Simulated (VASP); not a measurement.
A run of VASP 6.6.1 is set up as follows.

INCAR

```
SYSTEM = Pb
ALGO = Normal
EDIFF = 1E-6
ENCUT = 520
ISIF = 2
ISMEAR = -1
LASPH = .TRUE.
LCHARG = .FALSE.
LREAL = .FALSE.
LWAVE = .FALSE.
NBANDS = 13
NELM = 60
PREC = Accurate
SIGMA = 0.05
```

KPOINTS

```
k-points
0
G
  14 14 14
  0 0 0
```

The input POSCAR:

```
Pb
1.0
    2.6322593349      0.0000000000      0.0000000000
    0.0000000000      2.6322593349      0.0000000000
    0.0000000000      0.0000000000      2.6322593349
Pb
1
Direct
    0.0000000000      0.0000000000      0.0000000000
```

Potentials or basis: VASP PAW LDA potentials, release 64 (Pb_d).

The run is started by

```bash
$ cat potpaw_LDA.64/Pb_d/POTCAR > POTCAR
$ mpirun -np 1 vasp_std > vasp.out
```

(1) What does it give for the band gap on the k mesh?

(2) Predict the pressure.

Results:

(1) zero (band 7 reaches 21.37 eV, above the bottom of band 8 at 10.49 eV).

(2) 97.9 GPa.

Caveat: spin-orbit coupling is left out, which moves the levels of the heavy elements.
